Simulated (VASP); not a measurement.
# Au (Pm-3m) in VASP: a series of runs

Au is run at these levels: RPBE; tasks: single point.

Program: VASP 6.6.1. These are calculated values, not measurements. Logs are shortened: lines on timing, memory, paths and dates and some standing lists are left out, and cuts for length are marked.

## (1) The cell of the first run

Symmetry: Pm-3m, No. 221, cubic system. Conventional cell: a = 2.663 Å, b = 2.663 Å, c = 2.663 Å, α = 90.00°, β = 90.00°, γ = 90.00°. Au (site symmetry m-3m) has 6 Au at 2.66 Å within 3.5 Å.

## (2) Single point, RPBE (volume scaled by 0.88)

INCAR

```
SYSTEM = Au
PREC = Accurate ; ENCUT = 520
EDIFF = 1E-6 ; ISMEAR = -1
SIGMA = 0.1 ; LREAL = .False.
LASPH = .True. ; NELM = 100
ALGO = Normal ; ISIF = 2
LWAVE = .False. ; LCHARG = .True.
GGA = RP ; LELF = .True.
LVHAR = .True. ; NBANDS = 12
```

KPOINTS

```
regular mesh
0
Gamma
  13 13 13
  0 0 0
```

POSCAR

```
Au
1.0
    2.6631433499      0.0000000000      0.0000000000
    0.0000000000      2.6631433499      0.0000000000
    0.0000000000      0.0000000000      2.6631433499
Au
1
Direct
    0.0000000000      0.0000000000      0.0000000000
```

Potentials or basis: VASP PAW PBE potentials, release 64 (Au).

Launch:

```
$ cat potpaw_PBE.64/Au/POTCAR > POTCAR
$ mpirun -np 1 vasp_std > vasp.out
```

OUTCAR:

```text
SYSTEM = Au
   PREC = Accurate
   ENCUT = 520
   EDIFF = 1E-6
   ISMEAR = -1
   LREAL = .False.
   LASPH = .True.
   NELM = 100
   ISIF = 2
   GGA = RP

 ion  position               nearest neighbor table
   1  0.000  0.000  0.000-

  LATTYP: Found a simple cubic cell.
 ALAT       =     2.6631433499

  Lattice vectors:

 A1 = (   2.6631433499,   0.0000000000,   0.0000000000)
 A2 = (   0.0000000000,   2.6631433499,   0.0000000000)
 A3 = (   0.0000000000,   0.0000000000,   2.6631433499)

Analysis of symmetry for initial positions (statically):
=====================================================================
 Subroutine PRICEL returns:
 Original cell was already a primitive cell.

 Routine SETGRP: Setting up the symmetry group for a
 simple cubic supercell.

 Subroutine GETGRP returns: Found 48 space group operations
 (whereof 48 operations were pure point group operations)
 out of a pool of 48 trial point group operations.

The static configuration has the point symmetry O_h .

Analysis of symmetry for dynamics (positions and initial velocities):
=====================================================================
 Subroutine PRICEL returns:
 Original cell was already a primitive cell.

 Routine SETGRP: Setting up the symmetry group for a
 simple cubic supercell.

 Subroutine GETGRP returns: Found 48 space group operations
 (whereof 48 operations were pure point group operations)
 out of a pool of 48 trial point group operations.

The dynamic configuration has the point symmetry O_h .

 Subroutine INISYM returns: Found 48 space group operations
 (whereof 48 operations are pure point group operations),
 and found     1 'primitive' translations

----------------------------------------------------------------------------------------

                                     Primitive cell

  volume of cell :      18.8879

  direct lattice vectors                    reciprocal lattice vectors
     2.663143350  0.000000000  0.000000000     0.375496122  0.000000000  0.000000000
     0.000000000  2.663143350  0.000000000     0.000000000  0.375496122  0.000000000
     0.000000000  0.000000000  2.663143350     0.000000000  0.000000000  0.375496122

  length of vectors
     2.663143350  2.663143350  2.663143350     0.375496122  0.375496122  0.375496122

  position of ions in fractional coordinates (direct lattice)
     0.000000000  0.000000000  0.000000000

  ion indices of the primitive-cell ions
   primitive index   ion index
                 1           1

----------------------------------------------------------------------------------------

 KPOINTS: regular mesh

Automatic generation of k-mesh.
 Grid dimensions read from file:
 generate k-points for:   13   13   13

 Generating k-lattice:

  Cartesian coordinates                     Fractional coordinates (reciprocal lattice)
     0.028884317  0.000000000  0.000000000     0.076923077  0.000000000  0.000000000
     0.000000000  0.028884317  0.000000000     0.000000000  0.076923077  0.000000000
     0.000000000  0.000000000  0.028884317     0.000000000  0.000000000  0.076923077

  Length of vectors
     0.028884317  0.028884317  0.028884317

  Shift w.r.t. Gamma in fractional coordinates (k-lattice)
     0.000000000  0.000000000  0.000000000

 Subroutine IBZKPT returns following result:
 ===========================================

 Found     84 irreducible k-points:

 Following reciprocal coordinates:
            Coordinates               Weight
  0.000000  0.000000  0.000000      1.000000
  0.076923  0.000000  0.000000      6.000000
  0.153846  0.000000  0.000000      6.000000
  0.230769  0.000000  0.000000      6.000000
  0.307692  0.000000  0.000000      6.000000
  0.384615  0.000000  0.000000      6.000000
[... 16 lines left out ...]
  0.307692  0.307692  0.000000     12.000000
  0.384615  0.307692  0.000000     24.000000
 [... further k-points ...]
   k-points           NKPTS =     84   k-points in BZ     NKDIM =     84   number of bands    NBANDS=     12
   number of dos      NEDOS =    301   number of ions     NIONS =      1
   total plane-waves  NPLWV =   8000
   dimension x,y,z NGX =    20 NGY =   20 NGZ =   20
   dimension x,y,z NGXF=    40 NGYF=   40 NGZF=   40
   ions per type =               1
   NGX,Y,Z   is equivalent  to a cutoff of  12.48, 12.48, 12.48 a.u.
   NGXF,Y,Z  is equivalent  to a cutoff of  24.97, 24.97, 24.97 a.u.
 SYSTEM =  Au
   PREC   = accura    normal or accurate (medium, high low for compatibility)
   ISTART =      0    job   : 0-new  1-cont  2-samecut
   ICHARG =      2    charge: 1-file 2-atom 10-const
   ISPIN  =      1    spin polarized calculation?
   LNONCOLLINEAR =      F non collinear calculations
   LSORBIT =      F    spin-orbit coupling
   LASPH  =      T    aspherical Exc in radial PAW
   ENCUT  =  520.0 eV  38.22 Ry    6.18 a.u.   4.95  4.95  4.95*2*pi/ulx,y,z
   NELM   =    100;   NELMIN=  2; NELMDL= -5     # of ELM steps
   EDIFF  = 0.1E-05   stopping-criterion for ELM
   LREAL  =      F    real-space projection
   EDIFFG = 0.1E-04   stopping-criterion for IOM
   NSW    =      0    number of steps for IOM
   IBRION =     -1    ionic relax: 0-MD 1-quasi-New 2-CG
   NFREE  =      0    steps in history (QN), initial steepest desc. (CG)
   ISIF   =      2    stress and relaxation
   ISYM   =      2    0-nonsym 1-usesym 2-fastsym
   POTIM  = 0.5000    time-step for ionic-motion
   TEBEG  =    0.0;   TEEND  =   0.0 temperature during run
   PSTRESS=    0.0 pullay stress
   NELECT =      11.0000    total number of electrons
   NUPDOWN=      -1.0000    fix difference up-down
   EMIN   =  10.00;   EMAX   =-10.00  energy-range for DOS
   EFERMI =   0.00;   METHOD = LEGACY
   ISMEAR =    -1;   SIGMA  =   0.10  broadening in eV -4-tet -1-fermi 0-gaus
   EFERMI_NEDOS =   21; number of points for ismear=-14 and -15
   IALGO  =     38    algorithm
   IMIX   =      4    mixing-type and parameters
     AMIX     =   0.40;   BMIX     =  1.00
     AMIX_MAG =   1.60;   BMIX_MAG =  1.00
  volume/ion in A,a.u.               =      18.89       127.46
  Fermi-wavevector in a.u.,A,eV,Ry     =   1.367134  2.583509 25.430054  1.869056
  Thomas-Fermi vector in A             =   2.493214
   LORBIT       =      0    0 simple, 1 ext, 2 COOP (PROOUT), +10 PAW based schemes
   GGA     = RP    functional components
   LHFCALC =     F    Hartree Fock is set to
   AEXX    =    0.0000 exact exchange contribution
   IVDW    =     0    specifies the selected vdW correction
   LEPSILON=     F    determine dielectric tensor
   LRPA    =     F    only Hartree local field effects (RPA)
 non-spin polarized calculation
  energy-cutoff  :      520.00
  volume of cell :       18.89
 maximum number of plane-waves:       521
 NGX is ok and might be reduce to    20
   NGX =  9   NGY =  9   NGZ =  9

 number of electron      11.0000002 magnetization

 Free energy of the ion-electron system (eV)
  ---------------------------------------------------
  ext. energy  EPLUGINS =         0.00000000
  ---------------------------------------------------
  free energy    TOTEN  =        -2.35996084 eV

  energy without entropy =       -2.34854857  energy(sigma->0) =       -2.35425471

 E-fermi :   7.6399     XC(G=0): -11.8672

 val. band max:        7.5147612651   @ k =   0.4615   0.4615   0.4615
 cond. band min:       7.8067551327   @ k =   0.4615   0.1538   0.0000
 fundamental gap:      0.2919938676
 Fermi energy:         7.6398949933

 k-point     1 :       0.0000    0.0000    0.0000
  band No.  band energies     occupation
      1      -0.8310      2.00000
      2       1.3994      2.00000
      3       1.3994      2.00000
      4       6.2370      2.00000
      5       6.2370      2.00000
      6       6.2370      2.00000
      7      22.0954      0.00000
      8      22.0954      0.00000
      9      22.0954      0.00000
     10      27.3817      0.00000
     11      29.8978      0.00000
     12      29.8978      0.00000

 k-point     2 :       0.0769    0.0000    0.0000
  band No.  band energies     occupation
      1      -0.6756      2.00000
      2       1.4245      2.00000
      3       1.5284      2.00000
      4       6.1239      2.00000
      5       6.1239      2.00000
      6       6.2460      2.00000
      7      20.9134      0.00000
      8      22.3570      0.00000
      9      22.3570      0.00000
     10      28.0256      0.00000
     11      29.2460      0.00000
     12      30.6388      0.00000

 k-point     3 :       0.1538    0.0000    0.0000
  band No.  band energies     occupation
      1      -0.2589      2.00000
      2       1.4947      2.00000
      3       1.9421      2.00000
      4       5.8238      2.00000
      5       5.8238      2.00000
      6       6.2712      2.00000
      7      18.6884      0.00000
      8      23.0910      0.00000
      9      23.0910      0.00000
     10      27.9230      0.00000
     11      28.4399      0.00000
     12      33.0009      0.00000
[... 286 lines left out ...]
 k-point    23 :       0.3077    0.3077    0.0000
  band No.  band energies     occupation
      1       1.7651      2.00000
      2       2.5766      2.00000
      3       4.4665      2.00000
      4       5.1679      2.00000
      5       5.2739      2.00000
      6       5.7582      2.00000
      7      15.5558      0.00000
      8      17.6251      0.00000
      9      24.7054      0.00000
     10      28.5914      0.00000
     11      29.0357      0.00000
     12      31.3137      0.00000

 k-point    24 :       0.3846    0.3077    0.0000
  band No.  band energies     occupation
      1       1.9323      2.00000
      2       2.3067      2.00000
      3       4.8890      2.00000
      4       4.9289      2.00000
      5       5.2781      2.00000
      6       7.2471      1.96141
      7      13.7233      0.00000
      8      18.2155      0.00000
      9      23.2179      0.00000
     10      27.8705      0.00000
     11      30.2842      0.00000
     12      30.9571      0.00000

 [... further k-points ...]
[... 5 lines left out ...]
  --------------------------------------------------------------------------------------
  -------------------------------------------------------------------------------------
  Total        1.9284695      1.9284695      1.9284695      0.0000000      0.0000000     -0.0000000
  in kB      163.5835845    163.5835845    163.5835845      0.0000000      0.0000000     -0.0000000
  external PRESSURE =     163.5835845 kB  Pullay stress =       0.0000000 kB

 VOLUME and BASIS-vectors are now :
 -----------------------------------------------------------------------------
  energy-cutoff  :      520.00
  volume of cell :       18.89
      direct lattice vectors                 reciprocal lattice vectors
     2.663143350  0.000000000  0.000000000     0.375496122  0.000000000  0.000000000
     0.000000000  2.663143350  0.000000000     0.000000000  0.375496122  0.000000000
     0.000000000  0.000000000  2.663143350     0.000000000  0.000000000  0.375496122

 POSITION                                       TOTAL-FORCE (eV/Angst)
 -----------------------------------------------------------------------------------
      0.00000      0.00000      0.00000         0.000000      0.000000      0.000000
 -----------------------------------------------------------------------------------
    total drift:                               -0.000000      0.000000      0.000000

  FREE ENERGIE OF THE ION-ELECTRON SYSTEM (eV)
  ---------------------------------------------------
  free  energy   TOTEN  =        -2.3599608423 eV

  energy  without entropy=       -2.3485485746  energy(sigma->0) =       -2.35425471
```

Wall time 8.5 s (1 thread of Intel Xeon Platinum 8488C (Sapphire Rapids), shared host); peak memory 0.14 GiB.

What came out:

```
Free energy : -2.3600 eV
Pressure    : 16.4 GPa
```

Caveat: the PAW data sets were made with another functional, which shifts forces and pressure a little; spin-orbit coupling is left out, which moves the levels of the heavy elements.

(Continued in part 2 of 2.)
